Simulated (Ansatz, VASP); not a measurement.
One calculation of B4C3, two programs

The input INCAR:

```
SYSTEM = B4C3
  PREC = Accurate
  ENCUT = 600
  EDIFF = 1E-6
  ISMEAR = 0
  SIGMA = 0.1
  LREAL = .FALSE.
  LASPH = .TRUE.
  NELM = 60
  ALGO = Normal
  ISIF = 3
  LWAVE = .FALSE.
  LCHARG = .FALSE.
  GGA = PE
  IBRION = 2
  NSW = 90
  EDIFFG = -0.04
```

KPOINTS

```
regular mesh
0
G
  6 6 6
  0 0 0
```

File POSCAR:

```
B4C3
1.0
    3.6330049900      0.0000000000      0.0000000000
    0.0000000000      3.6330049900      0.0000000000
    0.0000000000      0.0000000000      3.6330049900
B C
4 3
Direct
    0.2456870000      0.2456870000      0.7543130000
    0.7543130000      0.7543130000      0.7543130000
    0.2456870000      0.7543130000      0.2456870000
    0.7543130000      0.2456870000      0.2456870000
    0.0000000000      0.0000000000      0.5000000000
    0.5000000000      0.0000000000      0.0000000000
    0.0000000000      0.5000000000      0.0000000000
```

Input for Ansatz:

```yaml
crystal:
  lattice:
    - [3.63300499, 0.0, 0.0]
    - [0.0, 3.63300499, 0.0]
    - [0.0, 0.0, 3.63300499]
  atoms:
    - { symbol: B, position: [0.245687, 0.245687, 0.754313] }
    - { symbol: B, position: [0.754313, 0.754313, 0.754313] }
    - { symbol: B, position: [0.245687, 0.754313, 0.245687] }
    - { symbol: B, position: [0.754313, 0.245687, 0.245687] }
    - { symbol: C, position: [0.0, 0.0, 0.5] }
    - { symbol: C, position: [0.5, 0.0, 0.0] }
    - { symbol: C, position: [0.0, 0.5, 0.0] }
basis:
  ecutwfc: 420
kpoints:
  mp_grid: { grid: [6, 6, 6] }
hamiltonian:
  xc: pbe
scf:
  occupations: { method: gaussian, width: 0.1 }
  lower_state_search: "off"
output:
  forces: true
  stress: true
  eigenvalues: true
relax:
  adjacent_minimum: "off"
  f_tol: 0.04
  max_steps: 70
  cell: { stress_tol: 0.4 }
```

Alike in both runs: task relaxation of cell and atoms; functional PBE; k mesh 6 × 6 × 6; occupations gaussian, width 0.1 eV; no spin polarisation.

|  | VASP | Ansatz |
| --- | --- | --- |
| version | VASP 6.6.1 | Ansatz 0.2.0 |
| potentials or method | VASP PAW PBE potentials, release 64 (B, C), cutoff 600 eV | scalar-relativistic, plane waves, PAW |
| valence electrons in the cell | 24 | 24 |

```tsv
	VASP	Ansatz	Ansatz less VASP
gap on the k mesh at the Fermi level, each at its own relaxed structure (eV)	none	none	-
relaxed volume (Å³/atom)	8.19	8.19	-0.006
relaxed cell length with the largest relative difference (Å)	3.856	3.855	-0.0009
```

A gap of «none» marks a metal or a gap that the smearing closes.

Noted on VASP's run: the volume moved by over 15 % at a fixed basis, so the end points are rough.
